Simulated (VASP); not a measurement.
# FeCo (Pm-3m) in VASP: notebook

FeCo is run at these levels: PBE; tasks: single point.

Everything below comes from runs of VASP 6.6.1. Logs are shortened: lines on timing, memory, paths and dates and some standing lists are left out, and cuts for length are marked.

## Step 1: The cell of the first run

It takes space group Pm-3m (No. 221, cubic). Conventional cell: a = 2.787 Å, b = 2.787 Å, c = 2.787 Å, α = 90.00°, β = 90.00°, γ = 90.00°. Fe (site symmetry m-3m) has 8 Co at 2.41 Å and 6 Fe at 2.79 Å within 3.2 Å. Within 3.2 Å of Co (site symmetry m-3m) lie 8 Fe at 2.41 Å and 6 Co at 2.79 Å.

## Step 2: Single point, PBE, collinear spin, ferromagnetic start (10.82 Å³/atom)

Input file INCAR:

```
ALGO     = Normal         # electronic algorithm
EDIFF    = 1E-6           # SCF threshold, eV
ENCUT    = 600            # plane-wave cutoff, eV
GGA      = PE             # functional
GGA_COMPAT= F            
ISIF     = 2              # what is computed and relaxed
ISMEAR   = 0              # smearing method
ISPIN    = 2              # spin polarisation
LASPH    = T              # aspherical terms in the spheres
LCHARG   = F              # write CHGCAR
LMAXMIX  = 4              # l up to which the mixer works
LORBIT   = 11             # projections on sites
LREAL    = F              # projectors in reciprocal space
LWAVE    = F              # write WAVECAR
MAGMOM   = 3.09 2.02      # initial moments
NBANDS   = 20             # bands
NELM     = 200            # most SCF steps
PREC     = Accurate       # precision mode
SIGMA    = 0.1            # smearing width, eV
```

Input file KPOINTS:

```
k-points
0
Gamma
  14 14 14
```

Input file POSCAR:

```
FeCo
1.0
    2.7868028155      0.0000000000      0.0000000000
    0.0000000000      2.7868028155      0.0000000000
    0.0000000000      0.0000000000      2.7868028155
Fe Co
1 1
Direct
    0.5000000000      0.5000000000      0.5000000000
    0.0000000000      0.0000000000      0.0000000000
```

Potentials or basis: VASP PAW PBE potentials, release 64 (Fe, Co).

Command:

```sh
$ cat potpaw_PBE.64/Fe/POTCAR potpaw_PBE.64/Co/POTCAR > POTCAR
$ mpirun -np 1 vasp_std > vasp.out
```

OUTCAR:

```text
EDIFF = 1E-6
   ENCUT = 600
   GGA = PE
   ISIF = 2
   ISMEAR = 0
   ISPIN = 2
   LASPH = T
   LORBIT = 11
   LREAL = F
   NELM = 200
   PREC = Accurate

 ion  position               nearest neighbor table
   1  0.500  0.500  0.500-   2 2.41   2 2.41   2 2.41   2 2.41   2 2.41   2 2.41   2 2.41   2 2.41

   2  0.000  0.000  0.000-   1 2.41   1 2.41   1 2.41   1 2.41   1 2.41   1 2.41   1 2.41   1 2.41

  LATTYP: Found a simple cubic cell.
 ALAT       =     2.7868028155

  Lattice vectors:

 A1 = (   2.7868028155,   0.0000000000,   0.0000000000)
 A2 = (   0.0000000000,   2.7868028155,   0.0000000000)
 A3 = (   0.0000000000,   0.0000000000,   2.7868028155)

Analysis of symmetry for initial positions (statically):
=====================================================================
 Subroutine PRICEL returns:
 Original cell was already a primitive cell.

 Routine SETGRP: Setting up the symmetry group for a
 simple cubic supercell.

 Subroutine GETGRP returns: Found 48 space group operations
 (whereof 48 operations were pure point group operations)
 out of a pool of 48 trial point group operations.

The static configuration has the point symmetry O_h .

Analysis of symmetry for dynamics (positions and initial velocities):
=====================================================================
 Subroutine PRICEL returns:
 Original cell was already a primitive cell.

 Routine SETGRP: Setting up the symmetry group for a
 simple cubic supercell.

 Subroutine GETGRP returns: Found 48 space group operations
 (whereof 48 operations were pure point group operations)
 out of a pool of 48 trial point group operations.

The dynamic configuration has the point symmetry O_h .

Analysis of structural, dynamic, and magnetic symmetry:
=====================================================================
 Subroutine PRICEL returns:
 Original cell was already a primitive cell.

 Routine SETGRP: Setting up the symmetry group for a
 simple cubic supercell.

 Subroutine GETGRP returns: Found 48 space group operations
 (whereof 48 operations were pure point group operations)
 out of a pool of 48 trial point group operations.

The overall configuration has the point symmetry O_h .

 Subroutine INISYM returns: Found 48 space group operations
 (whereof 48 operations are pure point group operations),
 and found     1 'primitive' translations

----------------------------------------------------------------------------------------

                                     Primitive cell

  volume of cell :      21.6431

  direct lattice vectors                    reciprocal lattice vectors
     2.786802816  0.000000000  0.000000000     0.358834143  0.000000000  0.000000000
     0.000000000  2.786802816  0.000000000     0.000000000  0.358834143  0.000000000
     0.000000000  0.000000000  2.786802816     0.000000000  0.000000000  0.358834143

  length of vectors
     2.786802816  2.786802816  2.786802816     0.358834143  0.358834143  0.358834143

  position of ions in fractional coordinates (direct lattice)
     0.500000000  0.500000000  0.500000000
     0.000000000  0.000000000  0.000000000

  ion indices of the primitive-cell ions
   primitive index   ion index
                 1           1
                 2           2

----------------------------------------------------------------------------------------

 KPOINTS: k-points

Automatic generation of k-mesh.
 Grid dimensions read from file:
 generate k-points for:   14   14   14

 Generating k-lattice:

  Cartesian coordinates                     Fractional coordinates (reciprocal lattice)
     0.025631010  0.000000000  0.000000000     0.071428571  0.000000000  0.000000000
     0.000000000  0.025631010  0.000000000     0.000000000  0.071428571  0.000000000
     0.000000000  0.000000000  0.025631010     0.000000000  0.000000000  0.071428571

  Length of vectors
     0.025631010  0.025631010  0.025631010

  Shift w.r.t. Gamma in fractional coordinates (k-lattice)
     0.000000000  0.000000000  0.000000000

 Subroutine IBZKPT returns following result:
 ===========================================

 Found    120 irreducible k-points:

 Following reciprocal coordinates:
            Coordinates               Weight
  0.000000  0.000000  0.000000      1.000000
  0.071429  0.000000  0.000000      6.000000
  0.142857  0.000000  0.000000      6.000000
  0.214286  0.000000  0.000000      6.000000
  0.285714  0.000000  0.000000      6.000000
  0.357143  0.000000  0.000000      6.000000
[... 16 lines left out ...]
  0.285714  0.214286  0.000000     24.000000
  0.357143  0.214286  0.000000     24.000000
 [... further k-points ...]
   k-points           NKPTS =    120   k-points in BZ     NKDIM =    120   number of bands    NBANDS=     20
   number of dos      NEDOS =    301   number of ions     NIONS =      2
   total plane-waves  NPLWV =  13824
   dimension x,y,z NGX =    24 NGY =   24 NGZ =   24
   dimension x,y,z NGXF=    48 NGYF=   48 NGZF=   48
   ions per type =               1   1
   NGX,Y,Z   is equivalent  to a cutoff of  14.32, 14.32, 14.32 a.u.
   NGXF,Y,Z  is equivalent  to a cutoff of  28.63, 28.63, 28.63 a.u.
 SYSTEM =  unknown system
   PREC   = accura    normal or accurate (medium, high low for compatibility)
   ISTART =      0    job   : 0-new  1-cont  2-samecut
   ICHARG =      2    charge: 1-file 2-atom 10-const
   ISPIN  =      2    spin polarized calculation?
   LNONCOLLINEAR =      F non collinear calculations
   LSORBIT =      F    spin-orbit coupling
   LASPH  =      T    aspherical Exc in radial PAW
   ENCUT  =  600.0 eV  44.10 Ry    6.64 a.u.   5.57  5.57  5.57*2*pi/ulx,y,z
   NELM   =    200;   NELMIN=  2; NELMDL= -5     # of ELM steps
   EDIFF  = 0.1E-05   stopping-criterion for ELM
   LREAL  =      F    real-space projection
[... 7 lines left out ...]
   TEBEG  =    0.0;   TEEND  =   0.0 temperature during run
   PSTRESS=    0.0 pullay stress
   NELECT =      17.0000    total number of electrons
   NUPDOWN=      -1.0000    fix difference up-down
   EMIN   =  10.00;   EMAX   =-10.00  energy-range for DOS
   EFERMI =   0.00;   METHOD = LEGACY
   ISMEAR =     0;   SIGMA  =   0.10  broadening in eV -4-tet -1-fermi 0-gaus
   EFERMI_NEDOS =   21; number of points for ismear=-14 and -15
   IALGO  =     38    algorithm
   IMIX   =      4    mixing-type and parameters
     AMIX     =   0.40;   BMIX     =  1.00
     AMIX_MAG =   1.60;   BMIX_MAG =  1.00
  volume/ion in A,a.u.               =      10.82        73.03
  Fermi-wavevector in a.u.,A,eV,Ry     =   1.510491  2.854415 31.042835  2.281584
  Thomas-Fermi vector in A             =   2.620674
   LORBIT       =     11    0 simple, 1 ext, 2 COOP (PROOUT), +10 PAW based schemes
   GGA     = PE    functional components
   LHFCALC =     F    Hartree Fock is set to
   AEXX    =    0.0000 exact exchange contribution
   IVDW    =     0    specifies the selected vdW correction
   LEPSILON=     F    determine dielectric tensor
   LRPA    =     F    only Hartree local field effects (RPA)
 spin polarized calculation
 Gauss-broadening in eV      SIGMA  =   0.10
  energy-cutoff  :      600.00
  volume of cell :       21.64
 maximum number of plane-waves:       739
 NGX is ok and might be reduce to    24
   NGX = 11   NGY = 11   NGZ = 11

 number of electron      17.0000004 magnetization       4.4488353

 Free energy of the ion-electron system (eV)
  ---------------------------------------------------
  ext. energy  EPLUGINS =         0.00000000
  ---------------------------------------------------
  free energy    TOTEN  =       -15.35514441 eV

  energy without entropy =      -15.34660693  energy(sigma->0) =      -15.35087567

 E-fermi :   8.8331     XC(G=0): -13.4012

 val. band max:        8.8297228726   @ k =   0.4286   0.2143   0.0714
 cond. band min:       8.8638142676   @ k =   0.3571   0.1429   0.0000
 fundamental gap:      0.0340913950
 Fermi energy:         8.8330507150

 spin component 1

 k-point     1 :       0.0000    0.0000    0.0000
  band No.  band energies     occupation
      1      -0.5477      1.00000
      2       3.1183      1.00000
      3       3.1183      1.00000
      4       5.6395      1.00000
      5       5.6395      1.00000
      6       5.6395      1.00000
[... 12 lines left out ...]
     19      33.9324      0.00000
     20      33.9324      0.00000

 k-point     2 :       0.0714    0.0000    0.0000
  band No.  band energies     occupation
      1      -0.4387      1.00000
      2       3.1637      1.00000
      3       3.1657      1.00000
      4       5.6388      1.00000
      5       5.6388      1.00000
      6       5.6685      1.00000
[... 498 lines left out ...]
 k-point    24 :       0.3571    0.2143    0.0000
  band No.  band energies     occupation
      1       2.4286      1.00000
      2       3.7657      1.00000
      3       4.5964      1.00000
      4       5.0805      1.00000
      5       5.5039      1.00000
      6       5.7047      1.00000
[... 12 lines left out ...]
     19      32.4524      0.00000
     20      35.0433      0.00000

 [... further k-points ...]

 spin component 2

 k-point     1 :       0.0000    0.0000    0.0000
  band No.  band energies     occupation
      1      -0.3726      1.00000
      2       4.9560      1.00000
      3       4.9560      1.00000
      4       7.5300      1.00000
      5       7.5300      1.00000
      6       7.5300      1.00000
[... 12 lines left out ...]
     19      33.7320      0.00000
     20      33.7320      0.00000

 k-point     2 :       0.0714    0.0000    0.0000
  band No.  band energies     occupation
      1      -0.2632      1.00000
      2       4.9945      1.00000
      3       5.0095      1.00000
      4       7.5236      1.00000
      5       7.5236      1.00000
      6       7.5593      1.00000
[... 498 lines left out ...]
 k-point    24 :       0.3571    0.2143    0.0000
  band No.  band energies     occupation
      1       2.8272      1.00000
      2       5.2573      1.00000
      3       6.3618      1.00000
      4       6.8765      1.00000
      5       7.1857      1.00000
      6       7.4781      1.00000
[... 12 lines left out ...]
     19      32.8248      0.00000
     20      35.5195      0.00000

 [... further k-points ...]
[... 5 lines left out ...]
  --------------------------------------------------------------------------------------
  -------------------------------------------------------------------------------------
  Total        1.7729481      1.7729481      1.7729481      0.0000000     -0.0000000     -0.0000000
  in kB      131.2465487    131.2465487    131.2465487      0.0000000     -0.0000000     -0.0000000
  external PRESSURE =     131.2465487 kB  Pullay stress =       0.0000000 kB

 VOLUME and BASIS-vectors are now :
 -----------------------------------------------------------------------------
  energy-cutoff  :      600.00
  volume of cell :       21.64
      direct lattice vectors                 reciprocal lattice vectors
     2.786802816  0.000000000  0.000000000     0.358834143  0.000000000  0.000000000
     0.000000000  2.786802816  0.000000000     0.000000000  0.358834143  0.000000000
     0.000000000  0.000000000  2.786802816     0.000000000  0.000000000  0.358834143

 POSITION                                       TOTAL-FORCE (eV/Angst)
 -----------------------------------------------------------------------------------
      1.39340      1.39340      1.39340         0.000000      0.000000      0.000000
      0.00000      0.00000      0.00000         0.000000      0.000000      0.000000
 -----------------------------------------------------------------------------------
    total drift:                                0.000000      0.000000     -0.000000

  FREE ENERGIE OF THE ION-ELECTRON SYSTEM (eV)
  ---------------------------------------------------
  free  energy   TOTEN  =       -15.3551444148 eV

  energy  without entropy=      -15.3466069324  energy(sigma->0) =      -15.35087567

 total charge

# of ion       s       p       d       tot
------------------------------------------
    1        0.498   0.581   6.205   7.284
    2        0.510   0.564   7.278   8.351
--------------------------------------------------
tot          1.007   1.145  13.483  15.635

 magnetization (x)

# of ion       s       p       d       tot
------------------------------------------
    1       -0.001  -0.043   2.749   2.705
    2       -0.010  -0.052   1.801   1.739
--------------------------------------------------
tot         -0.011  -0.095   4.550   4.445
```

Run time: 3.1 min. Hardware: 1 thread of Oxide Virtual Turin-like, shared host; peak memory 0.19 GiB.

What came out:

| Item | Value |
| --- | --- |
| Free energy | -15.3551 eV |
| Pressure | 13.1 GPa |
| Net moment | 4.45 μB per cell |
| Site moments | Fe +2.71; Co +1.74 μB |
| Valence electrons inside the program's atomic spheres | Fe 7.28; Co 8.35 |

Levels at points of the mesh, in eV from the Fermi level:
Spin up:
```csv
k point,band 9,band 10,band 11,band 12,band 13,band 14
"(0.00, 0.00, 0.00)",-0.79,-0.79,-0.79,9.53,9.53,9.53
"(0.50, 0.00, 0.00)",-2.02,-2.01,-0.80,-0.42,16.76,16.76
"(0.50, 0.50, 0.00)",-0.52,-0.52,-0.16,-0.16,6.63,6.83
"(0.50, 0.50, 0.50)",-1.60,-1.60,8.05,8.05,8.05,8.14
```
Spin down:
```csv
k point,band 3,band 4,band 5,band 6,band 7,band 8,band 9,band 10
"(0.00, 0.00, 0.00)",-3.88,-1.30,-1.30,-1.30,0.80,0.80,1.60,1.60
"(0.50, 0.00, 0.00)",-1.88,-1.34,-1.25,-1.25,-0.44,-0.37,-0.37,0.67
"(0.50, 0.50, 0.00)",-2.53,-2.53,-0.04,-0.04,0.50,0.58,0.80,1.52
"(0.50, 0.50, 0.50)",-2.84,-2.44,-2.44,-2.44,0.62,0.62,1.57,1.57
```

Caveat: the cell stands under pressure.

## Step 3: Single point, PBE, collinear spin, ferromagnetic start (11.17 Å³/atom)

This run uses another cell than the first one, of 11.17 Å³/atom.

Input file INCAR:

```
PREC = Accurate ; ENCUT = 600
EDIFF = 1E-6 ; ISMEAR = 0
SIGMA = 0.1 ; LREAL = False
LASPH = True ; NELM = 200
ALGO = Normal ; ISIF = 2
LWAVE = False ; LCHARG = False
ISPIN = 2 ; MAGMOM = 3.09 2.02
LORBIT = 11 ; LMAXMIX = 4
GGA = PE ; NBANDS = 20
GGA_COMPAT = False
```

Input file KPOINTS:

```
regular mesh
0
Gamma
  14 14 14
```

Input file POSCAR:

```
FeCo
1.0
    2.8161397378      0.0000000000      0.0000000000
    0.0000000000      2.8161397378      0.0000000000
    0.0000000000      0.0000000000      2.8161397378
Fe Co
1 1
Direct
    0.5000000000      0.5000000000      0.5000000000
    0.0000000000      0.0000000000      0.0000000000
```

Potentials or basis: VASP PAW PBE potentials, release 64 (Fe, Co).

Command:

```sh
$ cat potpaw_PBE.64/Fe/POTCAR potpaw_PBE.64/Co/POTCAR > POTCAR
$ mpirun -np 1 vasp_std > vasp.out
```

Wall time 3.3 min (1 thread of Oxide Virtual Turin-like, shared host); peak memory 0.2 GiB.

It converged, with:

```yaml
Free_energy: -15.3960 eV
Pressure: 5.8 GPa
Net_moment: 4.50 μB per cell
Site_moments: Fe +2.75; Co +1.76 μB
Valence_electrons_inside_the_program's_atomic_spheres: Fe 7.21; Co 8.29
```

Levels at points of the mesh, in eV from the Fermi level:
Spin up:
```csv
k point,band 7,band 8,band 9,band 10,band 11,band 12,band 13,band 14,band 15,band 16
"(0.00, 0.00, 0.00)",-2.00,-2.00,-0.86,-0.86,-0.86,9.30,9.30,9.30,14.99,14.99
"(0.50, 0.00, 0.00)",-2.64,-2.64,-2.07,-1.99,-0.86,-0.54,16.33,16.33,16.53,16.53
"(0.50, 0.50, 0.00)",-1.86,-1.71,-0.61,-0.61,-0.16,-0.16,6.33,6.53,17.97,17.97
"(0.50, 0.50, 0.50)",-1.91,-1.91,-1.68,-1.68,7.82,7.82,7.82,7.90,7.90,7.90
```
Spin down:
```tsv
k point	band 2	band 3	band 4	band 5	band 6	band 7	band 8	band 9	band 10	band 11
(0.00, 0.00, 0.00)	-3.69	-3.69	-1.24	-1.24	-1.24	0.80	0.80	1.55	1.55	1.55
(0.50, 0.00, 0.00)	-4.70	-1.76	-1.25	-1.20	-1.20	-0.42	-0.34	-0.34	0.66	1.23
(0.50, 0.50, 0.00)	-4.30	-2.41	-2.41	-0.06	-0.06	0.50	0.58	0.79	1.49	1.78
(0.50, 0.50, 0.50)	-2.73	-2.73	-2.34	-2.34	-2.34	0.62	0.62	1.53	1.53	8.61
```

Caveat: the cell stands under pressure.

(Continued in part 2 of 2.)
